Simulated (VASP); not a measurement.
# Al (Fm-3m) in VASP: notebook

Al is run at these levels: LDA; tasks: single point.

Program: VASP 6.6.1. These are calculated values, not measurements. Logs are shortened: lines on timing, memory, paths and dates and some standing lists are left out, and cuts for length are marked.

### 1 The cell of the first run

Symmetry: Fm-3m, No. 225, cubic system. Conventional cell: a = 3.983 Å, b = 3.983 Å, c = 3.983 Å, α = 90.00°, β = 90.00°, γ = 90.00°. Within 3.7 Å of Al (site symmetry m-3m) lie 12 Al at 2.82 Å.

### 2 Single point, LDA

INCAR reads:

```
  PREC = Accurate
  ENCUT = 520
  EDIFF = 1E-6
  ISMEAR = 0
  SIGMA = 0.3
  LREAL = False
  LASPH = True
  NELM = 80
  ALGO = Normal
  ISIF = 2
  LWAVE = False
  LCHARG = True
  GGA = CA
  LELF = True
  LVHAR = True
  NBANDS = 8
```

KPOINTS reads:

```
regular mesh
0
Gamma
  14 14 14
```

POSCAR reads:

```
Al
1.0
    0.0000000000      1.9916090303      1.9916090303
    1.9916090303      0.0000000000      1.9916090303
    1.9916090303      1.9916090303      0.0000000000
Al
1
Direct
    0.0000000000      0.0000000000      0.0000000000
```

Potentials or basis: VASP PAW LDA potentials, release 64 (Al).

The run is started by

```sh
$ cat potpaw_LDA.64/Al/POTCAR > POTCAR
$ mpirun -np 1 vasp_std > vasp.out
```

OUTCAR:

```text
PREC = Accurate
   ENCUT = 520
   EDIFF = 1E-6
   ISMEAR = 0
   LREAL = False
   LASPH = True
   NELM = 80
   ISIF = 2
   GGA = CA

 ion  position               nearest neighbor table
   1  0.000  0.000  0.000-

  LATTYP: Found a face centered cubic cell.
 ALAT       =     3.9832180606

  Lattice vectors:

 A1 = (   0.0000000000,   1.9916090303,   1.9916090303)
 A2 = (   1.9916090303,   0.0000000000,   1.9916090303)
 A3 = (   1.9916090303,   1.9916090303,   0.0000000000)

Analysis of symmetry for initial positions (statically):
=====================================================================
 Subroutine PRICEL returns:
 Original cell was already a primitive cell.

 Routine SETGRP: Setting up the symmetry group for a
 face centered cubic supercell.

 Subroutine GETGRP returns: Found 48 space group operations
 (whereof 48 operations were pure point group operations)
 out of a pool of 48 trial point group operations.

The static configuration has the point symmetry O_h .

Analysis of symmetry for dynamics (positions and initial velocities):
=====================================================================
 Subroutine PRICEL returns:
 Original cell was already a primitive cell.

 Routine SETGRP: Setting up the symmetry group for a
 face centered cubic supercell.

 Subroutine GETGRP returns: Found 48 space group operations
 (whereof 48 operations were pure point group operations)
 out of a pool of 48 trial point group operations.

The dynamic configuration has the point symmetry O_h .

 Subroutine INISYM returns: Found 48 space group operations
 (whereof 48 operations are pure point group operations),
 and found     1 'primitive' translations

----------------------------------------------------------------------------------------

                                     Primitive cell

  volume of cell :      15.7995

  direct lattice vectors                    reciprocal lattice vectors
     0.000000000  1.991609030  1.991609030    -0.251053290  0.251053290  0.251053290
     1.991609030  0.000000000  1.991609030     0.251053290 -0.251053290  0.251053290
     1.991609030  1.991609030  0.000000000     0.251053290  0.251053290 -0.251053290

  length of vectors
     2.816560502  2.816560502  2.816560502     0.434837054  0.434837054  0.434837054

  position of ions in fractional coordinates (direct lattice)
     0.000000000  0.000000000  0.000000000

  ion indices of the primitive-cell ions
   primitive index   ion index
                 1           1

----------------------------------------------------------------------------------------

 KPOINTS: regular mesh

Automatic generation of k-mesh.
 Grid dimensions read from file:
 generate k-points for:   14   14   14

 Generating k-lattice:

  Cartesian coordinates                     Fractional coordinates (reciprocal lattice)
    -0.017932378  0.017932378  0.017932378     0.071428571  0.000000000  0.000000000
     0.017932378 -0.017932378  0.017932378     0.000000000  0.071428571  0.000000000
     0.017932378  0.017932378 -0.017932378     0.000000000  0.000000000  0.071428571

  Length of vectors
     0.031059790  0.031059790  0.031059790

  Shift w.r.t. Gamma in fractional coordinates (k-lattice)
     0.000000000  0.000000000  0.000000000

 Subroutine IBZKPT returns following result:
 ===========================================

 Found    104 irreducible k-points:

 Following reciprocal coordinates:
            Coordinates               Weight
  0.000000  0.000000  0.000000      1.000000
  0.071429  0.000000  0.000000      8.000000
  0.142857  0.000000  0.000000      8.000000
  0.214286  0.000000  0.000000      8.000000
  0.285714  0.000000  0.000000      8.000000
  0.357143  0.000000  0.000000      8.000000
[... 16 lines left out ...]
  0.214286  0.142857  0.000000     24.000000
  0.285714  0.142857  0.000000     24.000000
 [... further k-points ...]
   k-points           NKPTS =    104   k-points in BZ     NKDIM =    104   number of bands    NBANDS=      8
   number of dos      NEDOS =    301   number of ions     NIONS =      1
   total plane-waves  NPLWV =  13824
   dimension x,y,z NGX =    24 NGY =   24 NGZ =   24
   dimension x,y,z NGXF=    48 NGYF=   48 NGZF=   48
   ions per type =               1
   NGX,Y,Z   is equivalent  to a cutoff of  14.17, 14.17, 14.17 a.u.
   NGXF,Y,Z  is equivalent  to a cutoff of  28.33, 28.33, 28.33 a.u.
 SYSTEM =  unknown system
   PREC   = accura    normal or accurate (medium, high low for compatibility)
   ISTART =      0    job   : 0-new  1-cont  2-samecut
   ICHARG =      2    charge: 1-file 2-atom 10-const
   ISPIN  =      1    spin polarized calculation?
   LNONCOLLINEAR =      F non collinear calculations
   LSORBIT =      F    spin-orbit coupling
   LASPH  =      T    aspherical Exc in radial PAW
   ENCUT  =  520.0 eV  38.22 Ry    6.18 a.u.   5.24  5.24  5.24*2*pi/ulx,y,z
   NELM   =     80;   NELMIN=  2; NELMDL= -5     # of ELM steps
   EDIFF  = 0.1E-05   stopping-criterion for ELM
   LREAL  =      F    real-space projection
   EDIFFG = 0.1E-04   stopping-criterion for IOM
   NSW    =      0    number of steps for IOM
   IBRION =     -1    ionic relax: 0-MD 1-quasi-New 2-CG
   NFREE  =      0    steps in history (QN), initial steepest desc. (CG)
   ISIF   =      2    stress and relaxation
   ISYM   =      2    0-nonsym 1-usesym 2-fastsym
   POTIM  = 0.5000    time-step for ionic-motion
   TEBEG  =    0.0;   TEEND  =   0.0 temperature during run
   PSTRESS=    0.0 pullay stress
   NELECT =       3.0000    total number of electrons
   NUPDOWN=      -1.0000    fix difference up-down
   EMIN   =  10.00;   EMAX   =-10.00  energy-range for DOS
   EFERMI =   0.00;   METHOD = LEGACY
   ISMEAR =     0;   SIGMA  =   0.30  broadening in eV -4-tet -1-fermi 0-gaus
   EFERMI_NEDOS =   21; number of points for ismear=-14 and -15
   IALGO  =     38    algorithm
   IMIX   =      4    mixing-type and parameters
     AMIX     =   0.40;   BMIX     =  1.00
     AMIX_MAG =   1.60;   BMIX_MAG =  1.00
  volume/ion in A,a.u.               =      15.80       106.62
  Fermi-wavevector in a.u.,A,eV,Ry     =   0.940953  1.778143 12.046491  0.885392
  Thomas-Fermi vector in A             =   2.068416
   LORBIT       =      0    0 simple, 1 ext, 2 COOP (PROOUT), +10 PAW based schemes
   GGA     = CA    functional components
   LHFCALC =     F    Hartree Fock is set to
   AEXX    =    0.0000 exact exchange contribution
   IVDW    =     0    specifies the selected vdW correction
   LEPSILON=     F    determine dielectric tensor
   LRPA    =     F    only Hartree local field effects (RPA)
 non-spin polarized calculation
 Gauss-broadening in eV      SIGMA  =   0.30
  energy-cutoff  :      520.00
  volume of cell :       15.80
 maximum number of plane-waves:       444
 NGX is ok and might be reduce to    24
   NGX = 11   NGY = 11   NGZ = 11

 number of electron       3.0000000 magnetization

 Free energy of the ion-electron system (eV)
  ---------------------------------------------------
  ext. energy  EPLUGINS =         0.00000000
  ---------------------------------------------------
  free energy    TOTEN  =        -4.19490856 eV

  energy without entropy =       -4.17423995  energy(sigma->0) =       -4.18457426

 E-fermi :   8.2370     XC(G=0): -10.5055

 val. band max:        8.1885868346   @ k =  -0.3571   0.4286   0.2143
 cond. band min:       8.2557266870   @ k =   0.5000   0.2857   0.0000
 fundamental gap:      0.0671398525
 Fermi energy:         8.2369949824

 k-point     1 :       0.0000    0.0000    0.0000
  band No.  band energies     occupation
      1      -3.1537      2.00000
      2      21.0563      0.00000
      3      21.0563      0.00000
      4      21.0563      0.00000
      5      22.7136      0.00000
      6      22.7136      0.00000
      7      22.7136      0.00000
      8      25.1791      0.00000

 k-point     2 :       0.0714    0.0000    0.0000
  band No.  band energies     occupation
      1      -3.0113      2.00000
      2      18.9259      0.00000
      3      20.6217      0.00000
      4      20.6217      0.00000
      5      23.3610      0.00000
      6      23.3661      0.00000
      7      23.3661      0.00000
      8      26.5741      0.00000

 k-point     3 :       0.1429    0.0000    0.0000
  band No.  band energies     occupation
      1      -2.5851      2.00000
      2      15.9943      0.00000
      3      19.9962      0.00000
      4      19.9962      0.00000
      5      23.2892      0.00000
      6      24.4906      0.00000
      7      24.4906      0.00000
      8      25.9406      0.00000

 k-point     4 :       0.2143    0.0000    0.0000
  band No.  band energies     occupation
      1      -1.8778      2.00000
      2      13.1300      0.00000
      3      19.5304      0.00000
      4      19.5304      0.00000
      5      23.0666      0.00000
      6      23.9421      0.00000
      7      23.9421      0.00000
      8      26.6232      0.00000

 k-point     5 :       0.2857    0.0000    0.0000
  band No.  band energies     occupation
      1      -0.8937      2.00000
      2      10.4361      0.00000
      3      19.2794      0.00000
      4      19.2794      0.00000
      5      22.6511      0.00000
      6      22.6511      0.00000
      7      22.9433      0.00000
      8      26.8639      0.00000
[... 177 lines left out ...]
 k-point    22 :       0.1429    0.1429    0.0000
  band No.  band energies     occupation
      1      -2.3961      2.00000
      2      17.9600      0.00000
      3      17.9600      0.00000
      4      18.1275      0.00000
      5      21.2882      0.00000
      6      22.2206      0.00000
      7      26.8570      0.00000
      8      26.8570      0.00000

 k-point    23 :       0.2143    0.1429    0.0000
  band No.  band energies     occupation
      1      -1.8777      2.00000
      2      15.3493      0.00000
      3      17.2913      0.00000
      4      18.5341      0.00000
      5      20.4144      0.00000
      6      21.4931      0.00000
      7      27.3878      0.00000
      8      27.6559      0.00000

 k-point    24 :       0.2857    0.1429    0.0000
  band No.  band energies     occupation
      1      -1.0806      2.00000
      2      12.6166      0.00000
      3      16.8605      0.00000
      4      18.3994      0.00000
      5      18.8836      0.00000
      6      22.8488      0.00000
      7      26.7598      0.00000
      8      27.4016      0.00000

 [... further k-points ...]

------------------------ aborting loop because EDIFF is reached ----------------------------------------

  FORCE on cell =-STRESS in cart. coord.  units (eV):
  Direction    XX          YY          ZZ          XY          YZ          ZX
  --------------------------------------------------------------------------------------
  -------------------------------------------------------------------------------------
  Total        0.0026674      0.0026674      0.0026674     -0.0000000     -0.0000000     -0.0000000
  in kB        0.2704902      0.2704902      0.2704902     -0.0000000     -0.0000000     -0.0000000
  external PRESSURE =       0.2704902 kB  Pullay stress =       0.0000000 kB

 VOLUME and BASIS-vectors are now :
 -----------------------------------------------------------------------------
  energy-cutoff  :      520.00
  volume of cell :       15.80
      direct lattice vectors                 reciprocal lattice vectors
     0.000000000  1.991609030  1.991609030    -0.251053290  0.251053290  0.251053290
     1.991609030  0.000000000  1.991609030     0.251053290 -0.251053290  0.251053290
     1.991609030  1.991609030  0.000000000     0.251053290  0.251053290 -0.251053290

 POSITION                                       TOTAL-FORCE (eV/Angst)
 -----------------------------------------------------------------------------------
      0.00000      0.00000      0.00000         0.000000      0.000000      0.000000
 -----------------------------------------------------------------------------------
    total drift:                                0.000000      0.000000     -0.000000

  FREE ENERGIE OF THE ION-ELECTRON SYSTEM (eV)
  ---------------------------------------------------
  free  energy   TOTEN  =        -4.1949085631 eV

  energy  without entropy=       -4.1742399502  energy(sigma->0) =       -4.18457426
```

Wall time 16 s (1 thread of AMD EPYC 7R13, shared host); peak memory 0.13 GiB.

What came out:

| Quantity | Value |
| --- | --- |
| Free energy | -4.1949 eV |
| Pressure | 0.0 GPa |

### 3 Single point, LDA

INCAR reads:

```
SYSTEM = Al
  PREC = Accurate
  ENCUT = 520
  EDIFF = 1E-6
  ISMEAR = 0
  SIGMA = 0.6
  LREAL = .False.
  LASPH = .True.
  NELM = 60
  ALGO = Normal
  ISIF = 2
  LWAVE = .False.
  LCHARG = .True.
  LELF = .True.
  LVHAR = .True.
  NBANDS = 8
```

KPOINTS reads:

```
regular mesh
0
Gamma
  14 14 14
  0 0 0
```

POSCAR is that of step 2.

Potentials or basis: VASP PAW LDA potentials, release 64 (Al).

The run is started by

```sh
$ cat potpaw_LDA.64/Al/POTCAR > POTCAR
$ mpirun -np 1 vasp_std > vasp.out
```

OUTCAR:

```text
SYSTEM = Al
   PREC = Accurate
   ENCUT = 520
   EDIFF = 1E-6
   ISMEAR = 0
   LREAL = .False.
   LASPH = .True.
   NELM = 60
   ISIF = 2

 ion  position               nearest neighbor table
   1  0.000  0.000  0.000-

  LATTYP: Found a face centered cubic cell.
 ALAT       =     3.9832180606

  Lattice vectors:

 A1 = (   0.0000000000,   1.9916090303,   1.9916090303)
 A2 = (   1.9916090303,   0.0000000000,   1.9916090303)
 A3 = (   1.9916090303,   1.9916090303,   0.0000000000)
[... 442 lines left out ...]
      7      26.7604      0.00000
      8      27.4022      0.00000

 [... further k-points ...]

------------------------ aborting loop because EDIFF is reached ----------------------------------------

  FORCE on cell =-STRESS in cart. coord.  units (eV):
  Direction    XX          YY          ZZ          XY          YZ          ZX
  --------------------------------------------------------------------------------------
  -------------------------------------------------------------------------------------
  Total        0.0347617      0.0347617      0.0347617     -0.0000000     -0.0000000      0.0000000
  in kB        3.5250792      3.5250792      3.5250792     -0.0000000     -0.0000000      0.0000000
  external PRESSURE =       3.5250792 kB  Pullay stress =       0.0000000 kB

 VOLUME and BASIS-vectors are now :
 -----------------------------------------------------------------------------
  energy-cutoff  :      520.00
  volume of cell :       15.80
      direct lattice vectors                 reciprocal lattice vectors
     0.000000000  1.991609030  1.991609030    -0.251053290  0.251053290  0.251053290
     1.991609030  0.000000000  1.991609030     0.251053290 -0.251053290  0.251053290
     1.991609030  1.991609030  0.000000000     0.251053290  0.251053290 -0.251053290

 POSITION                                       TOTAL-FORCE (eV/Angst)
 -----------------------------------------------------------------------------------
      0.00000      0.00000      0.00000         0.000000     -0.000000     -0.000000
 -----------------------------------------------------------------------------------
    total drift:                                0.000000     -0.000000     -0.000000

  FREE ENERGIE OF THE ION-ELECTRON SYSTEM (eV)
  ---------------------------------------------------
  free  energy   TOTEN  =        -4.2245357073 eV

  energy  without entropy=       -4.1484533537  energy(sigma->0) =       -4.18649453
```

OSZICAR:

```text
N       E                     dE             d eps       ncg     rms          rms(c)
DAV:   1    -0.280863578369E+01   -0.28086E+01   -0.90484E+02  1664   0.209E+02
DAV:   2    -0.424753643893E+01   -0.14389E+01   -0.14065E+01  2360   0.193E+01
DAV:   3    -0.425432871812E+01   -0.67923E-02   -0.67877E-02  2080   0.144E+00
DAV:   4    -0.425433854240E+01   -0.98243E-05   -0.98237E-05  2616   0.515E-02
DAV:   5    -0.425433855469E+01   -0.12297E-07   -0.12977E-07  2104   0.117E-03    0.144E+00
DAV:   6    -0.423627143361E+01    0.18067E-01   -0.23632E-03  2200   0.193E-01    0.808E-01
DAV:   7    -0.422456031024E+01    0.11711E-01   -0.59361E-03  2120   0.302E-01    0.168E-01
DAV:   8    -0.422453592219E+01    0.24388E-04   -0.18606E-05  2496   0.275E-02    0.150E-02
DAV:   9    -0.422453570730E+01    0.21489E-06   -0.12286E-07  2224   0.171E-03
   1 F= -.42245357E+01 E0= -.41864945E+01  d E =-.760824E-01
```

stdout:

```text
POSCAR found type information on POSCAR Al
 POSCAR found :  1 types and       1 ions
 scaLAPACK will be used
 LDA part: xc-table for (Slater(with rela. corr.)+CA(PZ))
 , standard interpolation
 POSCAR, INCAR and KPOINTS ok, starting setup
 FFT: planning ... GRIDC
 FFT: planning ... GRID_SOFT
 FFT: planning ... GRID
 WAVECAR not read
 entering main loop
```

Wall time 16 s (1 thread of AMD EPYC 7R13, shared host); peak memory 0.12 GiB.

What came out:

| Quantity | Value |
| --- | --- |
| Free energy | -4.2245 eV |
| Pressure | 0.4 GPa |

Levels at points of the mesh, in eV from the Fermi level:
```csv
k point,band 1,band 2,band 3,band 4
"(0.00, 0.00, 0.00)",-11.40,12.81,12.81,12.81
"(0.50, 0.00, 0.00)",-4.72,-4.45,11.64,11.64
"(0.50, 0.50, 0.00)",-3.00,-1.62,5.31,5.74
```

### 4 Single point, LDA

INCAR reads:

```
PREC = Accurate
ENCUT = 520
EDIFF = 1E-6
ISMEAR = 0
SIGMA = 1.0
LREAL = F
LASPH = T
NELM = 80
ALGO = Normal
ISIF = 2
LWAVE = F
LCHARG = T
GGA = CA
LELF = T
LVHAR = T
NBANDS = 8
```

KPOINTS reads:

```
Automatic mesh
0
Gamma
  14 14 14
```

POSCAR is that of step 3.

The run is started by

```sh
$ cat potpaw_LDA.64/Al/POTCAR > POTCAR
$ mpirun -np 1 vasp_std > vasp.out
```

Run time: 16 s. Hardware: 1 thread of AMD EPYC 7R13, shared host; peak memory 0.13 GiB.

It converged, with:

| Property | Result |
| --- | --- |
| Free energy | -4.2895 eV |
| Pressure | 0.8 GPa |

Levels at points of the mesh, in eV from the Fermi level:
```tsv
k point	band 1	band 2	band 3	band 4
(0.00, 0.00, 0.00)	-11.39	12.82	12.82	12.82
(0.50, 0.00, 0.00)	-4.71	-4.44	11.65	11.65
(0.50, 0.50, 0.00)	-2.99	-1.61	5.32	5.75
```

### 5 Single point, LDA

INCAR reads:

```
ALGO = Normal ; EDIFF = 1E-6
ENCUT = 520 ; GGA = CA
ISIF = 2 ; ISMEAR = 1
LASPH = True ; LCHARG = True
LELF = True ; LREAL = False
LVHAR = True ; LWAVE = False
NBANDS = 8 ; NELM = 60
PREC = Accurate ; SIGMA = 0.01
```

KPOINTS reads:

```
k-points
0
Gamma
  14 14 14
```

POSCAR is that of step 4.

The run is started by

```sh
$ cat potpaw_LDA.64/Al/POTCAR > POTCAR
$ mpirun -np 1 vasp_std > vasp.out
```

Run time: 15 s. Hardware: 1 thread of AMD EPYC 7R13, shared host; peak memory 0.12 GiB.

Results (log left out):

```
Free energy : -4.1844 eV
Pressure    : -0.1 GPa
```

Levels at points of the mesh, in eV from the Fermi level:
```
           k point  band 1  band 2  band 3  band 4
(0.00, 0.00, 0.00)  -11.34   12.87   12.87   12.87
(0.50, 0.00, 0.00)   -4.67   -4.40   11.69   11.69
(0.50, 0.50, 0.00)   -2.95   -1.56    5.36    5.80
```

### 6 Single point, LDA

INCAR reads:

```
PREC = Accurate
ENCUT = 520
EDIFF = 1E-7
ISMEAR = 1
SIGMA = 0.03
LREAL = F
LASPH = T
NELM = 60
ALGO = Normal
ISIF = 2
LWAVE = F
LCHARG = F
GGA = CA
NBANDS = 8
```

KPOINTS reads:

```
Automatic mesh
0
Gamma
  14 14 14
```

POSCAR is that of step 5.

Potentials or basis: VASP PAW LDA potentials, release 64 (Al).

The run is started by

```sh
$ cat potpaw_LDA.64/Al/POTCAR > POTCAR
$ mpirun -np 1 vasp_std > vasp.out
```

It took 16 s on 1 thread of AMD EPYC 7R13, shared host; peak memory 0.12 GiB.

Results (log left out):

```
Free energy : -4.1844 eV
Pressure    : -0.1 GPa
```

Levels at points of the mesh, in eV from the Fermi level:
```csv
k point,band 1,band 2,band 3,band 4,band 5,band 6
"(0.00, 0.00, 0.00)",-11.35,12.86,12.86,12.86,14.52,14.52
"(0.50, 0.00, 0.00)",-4.67,-4.40,11.69,11.69,11.75,11.75
"(0.50, 0.50, 0.00)",-2.95,-1.57,5.36,5.79,5.79,9.42
```

### 7 Overview

```csv
smearing,gap on the mesh (eV),pressure (GPa)
gaussian 0.3 eV,none,0.0
gaussian 0.6 eV,none,0.4
gaussian 1 eV,none,0.8
methfessel-paxton 0.01 eV,none,-0.1
methfessel-paxton 0.03 eV,none,-0.1
```

Alike in all rows: task single point; level LDA; potentials or basis VASP PAW LDA potentials, release 64 (Al); no spin polarisation; cell as given; k mesh 14 × 14 × 14; cutoff (eV) 520.

Every run on the cell as given and a fine mesh finds a metal.

Absolute energies hang on the potentials; compare differences alone.
